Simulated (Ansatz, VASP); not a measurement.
**GaP: VASP beside Ansatz**

```
Ga P
1.0
     0.00000    2.72540    2.83442
     2.72540    0.00000    2.83442
     2.72540    2.72540    0.00000
Ga P
1 1
Direct
  0.00000 0.00000 0.00000
  0.25000 0.25000 0.25000
```

Change from the starting cell: uniaxial_z strain +4.0%.

Alike in both runs: task single point; functional PBE; k mesh 8 × 8 × 8; occupations fermi-dirac, width 0.02 eV; no spin polarisation.

|  | VASP | Ansatz |
| --- | --- | --- |
| version | VASP 6.6.1 | Ansatz 0.2.0 |
| potentials or method | VASP PAW PBE potentials, release 64 (Ga_d, P) | plane waves, PAW |
| plane-wave cutoff (eV) | 520 | 420 |
| valence electrons in the cell | 18 | 18 |

```csv
,VASP,Ansatz,Ansatz less VASP
gap on the k mesh at the Fermi level (eV),1.41,1.42,+0.003
pressure (GPa),-0.8,-0.7,+0.06
"traceless stress, the component that is largest in VASP (GPa)",-2.04,-2.03,+0.003
```
